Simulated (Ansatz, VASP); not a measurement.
**CuO: VASP beside Ansatz**

File INCAR:

```
  PREC = Accurate
  ENCUT = 520
  EDIFF = 1E-6
  ISMEAR = -1
  SIGMA = 0.05
  LREAL = F
  LASPH = T
  NELM = 80
  ALGO = Normal
  ISIF = 2
  LWAVE = F
  LCHARG = F
  GGA = RP
  NBANDS = 25
```

Contents of KPOINTS:

```
regular mesh
0
Gamma
  9 9 5
```

File POSCAR:

```
CuO
1.0
    2.0041536028     -2.1678123362      0.0000000000
    2.0041536028      2.1678123362      0.0000000000
    0.0000000000      0.0000000000      5.1900742137
Cu O
2 2
Direct
    0.5000000000      0.0000000000      0.0000000000
    0.0000000000      0.5000000000      0.5000000000
    0.5000000000      0.5000000000      0.2500000000
    0.5000000000      0.5000000000      0.7500000000
```

input.yaml

```yaml
crystal:
  lattice:
    - [2.0041536028, -2.1678123362, 0.0]
    - [2.0041536028, 2.1678123362, 0.0]
    - [0.0, 0.0, 5.1900742137]
  atoms:
    - { symbol: Cu, position: [0.5, 0.0, 0.0] }
    - { symbol: Cu, position: [0.0, 0.5, 0.5] }
    - { symbol: O, position: [0.5, 0.5, 0.25] }
    - { symbol: O, position: [0.5, 0.5, 0.75] }
hamiltonian:
  xc: rpbe
  pseudopotentials: { kind: paw }
kpoints:
  mp_grid: { grid: [9, 9, 5] }
scf:
  occupations: { method: fermi_dirac, width: 0.05 }
output:
  forces: true
  stress: true
  eigenvalues: true
  write_density: true
  write_potential: true
  elf: true
  volumetric_format: npy
```

Alike in both runs: task single point; functional RPBE; k mesh 9 × 9 × 5; occupations fermi-dirac, width 0.05 eV; no spin polarisation.

|  | VASP | Ansatz |
| --- | --- | --- |
| version | VASP 6.6.1 | Ansatz 0.2.0 |
| potentials or method | VASP PAW PBE potentials, release 64 (Cu, O) | Ansatz PAW |
| plane-wave cutoff (eV) | 520 | 420 |
| valence electrons in the cell | 34 | 50 |

|  | VASP | Ansatz | Ansatz less VASP |
| --- | --- | --- | --- |
| gap on the k mesh at the Fermi level (eV) | none | none | - |
| pressure (GPa) | 4.1 | 3.4 | -0.69 |
| traceless stress, the component that is largest in VASP (GPa) | -0.42 | -0.36 | +0.055 |

VASP's potentials were made for PBE, not for RPBE. A gap of «none» marks a metal or a gap that the smearing closes. With one functional, cell and mesh, what is left measures potentials, basis and numerics. VASP's potentials hold 34 valence electrons a cell and Ansatz's 50, so a difference there can come from the potentials and not from the codes.
